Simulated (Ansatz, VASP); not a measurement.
**BP: VASP beside Ansatz**

The input INCAR:

```
SYSTEM = BP
PREC = Accurate
ENCUT = 500
EDIFF = 1E-6
ISMEAR = 0
SIGMA = 0.01
LREAL = .False.
LASPH = .True.
NELM = 120
ALGO = Normal
ISIF = 2
LWAVE = .False.
LCHARG = .True.
GGA = PS
LELF = .True.
LVHAR = .True.
NBANDS = 11
GGA_COMPAT = .False.
```

The input KPOINTS:

```
Automatic mesh
0
Gamma
  8 8 8
  0 0 0
```

POSCAR

```
BP
1.0
    0.0000000000      2.2600702900      2.2713706415
    2.2600702900      0.0000000000      2.2713706415
    2.2600702900      2.2600702900      0.0000000000
B P
1 1
Direct
    0.0000000000      0.0000000000      0.0000000000
    0.7500000000      0.7500000000      0.7500000000
```

Input for Ansatz:

```yaml
crystal:
  lattice:
    - [0.0, 2.26007029005, 2.2713706415]
    - [2.26007029005, 0.0, 2.2713706415]
    - [2.26007029005, 2.26007029005, 0.0]
  atoms:
    - { symbol: B, position: [0.0, 0.0, 0.0] }
    - { symbol: P, position: [0.75, 0.75, 0.75] }
kpoints:
  mp_grid: { grid: [8, 8, 8] }
scf:
  occupations: { method: fixed }
  convergence: { dr2_threshold: 1.0e-10 }
hamiltonian:
  xc: pbesol
  pseudopotentials: { kind: paw }
output:
  forces: true
  stress: true
  eigenstates:
    kpoints:
      - [0.0, 0.0, 0.0]
      - [0.0, 0.416767098, 0.416767097]
      - [0.416767098, 0.0, 0.416767097]
      - [0.416767098, 0.416767097, 0.0]
      - [0.5, 0.5, 0.0]
      - [0.5, 0.0, 0.5]
      - [0.0, 0.5, 0.5]
      - [0.0, 0.5, 0.0]
      - [0.5, 0.0, 0.0]
      - [0.0, 0.0, 0.5]
      - [0.5, 0.5, 0.5]
  eigenvalues: true
```

Change from the starting cell: z stretched by +0.5 %, x and y held, PAW files.

Alike in both runs: task single point; functional PBEsol; k mesh 8 × 8 × 8; no spin polarisation.

|  | VASP | Ansatz |
| --- | --- | --- |
| version | VASP 6.6.1 | Ansatz 0.2.0 |
| potentials or method | VASP PAW PBE potentials, release 64 (B, P) | PAW with Ansatz's default frozen-core files, scalar-relativistic |
| plane-wave cutoff (eV) | 500 | 420 |
| occupations | gaussian, width 0.01 eV | fixed |
| valence electrons in the cell | 8 | 8 |

```csv
,VASP,Ansatz,Ansatz less VASP
gap on the k mesh at the Fermi level (eV),1.12,1.12,+0.004
pressure (GPa),-0.7,-0.8,-0.11
"traceless stress, the component that is largest in VASP (GPa)",-0.88,-0.88,0.000
```

VASP's potentials were made for PBE, not for PBEsol.
